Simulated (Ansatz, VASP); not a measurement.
**Rh: VASP beside Ansatz**

The input INCAR:

```
SYSTEM = Rh
PREC     = Accurate       ! precision mode
ENCUT    = 600            ! plane-wave cutoff, eV
EDIFF    = 1E-7           ! SCF threshold, eV
ISMEAR   = 1              ! smearing method
SIGMA    = 0.1            ! smearing width, eV
LREAL    = .False.        ! projectors in reciprocal space
LASPH    = .True.         ! aspherical terms in the spheres
NELM     = 80             ! most SCF steps
ALGO     = Normal         ! electronic algorithm
ISIF     = 3              ! what is computed and relaxed
LWAVE    = .False.        ! write WAVECAR
LCHARG   = .False.        ! write CHGCAR
IBRION   = 2              ! ionic algorithm
NSW      = 60             ! ionic steps
EDIFFG   = -0.01          ! ionic threshold
```

The input KPOINTS:

```
Automatic mesh
0
Gamma
  14 14 8
  0 0 0
```

Contents of POSCAR:

```
Rh
1.0
    2.7309790000      0.0000000000      0.0000000000
   -1.3654895000      2.3650971912      0.0000000000
    0.0000000000      0.0000000000      4.4284890000
Rh
2
Direct
    0.6666670000      0.3333330000      0.7500000000
    0.3333330000      0.6666670000      0.2500000000
```

Input for Ansatz:

```yaml
crystal:
  lattice:
    - [2.730979, 0.0, 0.0]
    - [-1.3654894999999994, 2.365097191201823, 0.0]
    - [0.0, 0.0, 4.428489]
  atoms:
    - { symbol: Rh, position: [0.666667, 0.333333, 0.75] }
    - { symbol: Rh, position: [0.33333300000000005, 0.666667, 0.25] }
basis:
  ecutwfc: 421.77648681281397
kpoints:
  mp_grid:
    grid: [14, 14, 8]
hamiltonian:
  xc: lda
  dispersion: none
scf:
  occupations:
    method: cold
relax:
  f_tol: 0.01
  max_steps: 40
  cell: {}
```

Alike in both runs: task relaxation of cell and atoms; functional LDA; k mesh 14 × 14 × 8; no spin polarisation.

```csv
,VASP,Ansatz
version,VASP 6.6.1,Ansatz 0.2.0
potentials or method,"VASP PAW LDA potentials, release 64 (Rh_pv), cutoff 600 eV","plane waves, PAW"
occupations,"methfessel-paxton of order 1, width 0.1 eV",cold
valence electrons in the cell,30,34
```

|  | VASP | Ansatz | Ansatz less VASP |
| --- | --- | --- | --- |
| relaxed volume (Å³/atom) | 13.30 | 13.27 | -0.032 |
| relaxed cell length with the largest relative difference (Å) | 4.315 | 4.309 | -0.0060 |

LDA's correlation is that of Perdew and Zunger in VASP and of Perdew and Wang (1992) in Ansatz. VASP's potentials hold 30 valence electrons a cell and Ansatz's 34, so a difference there can come from the potentials and not from the codes. Ansatz's warnings: structure snapped to symmetry.
